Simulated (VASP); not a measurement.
The system is KI.

```xyz
2
Lattice="-0.0937 3.5443 3.5443 3.5443 -0.0937 3.5443 3.4505 3.4505 0.0000" Properties=species:S:1:pos:R:3 pbc="T T T"
K     0.0000    0.0000    0.0000
I     3.4505    3.4505    3.5443
```

This cell differs from its parent crystal: shear xy strain -5.3%.

Base run:

```yaml
Program: VASP 6.6.1
Functional: HSE06
Potentials_or_basis: VASP PAW PBE potentials, release 64 (K_sv, I)
Cutoff: 520 eV
k_mesh: 4 × 4 × 4
Occupations: gaussian, width 0.01 eV
Spin: no spin polarisation
```

Its results: band gap on the k mesh 4.85 eV, direct; pressure 0.3 GPa.

Question: The run is repeated on the same cell with these changes: functional from HSE06 to r2SCAN; k mesh from 4 × 4 × 4 to 6 × 6 × 6. What comes out?

Answer: Band gap on the k mesh 4.50 eV, direct; pressure 0.0 GPa.

Several settings changed at once, so the effect can't be laid on one alone.

Caveats: the PAW data sets were made with another functional, which shifts forces and pressure a little; spin-orbit coupling is left out, which moves the levels of the heavy elements.

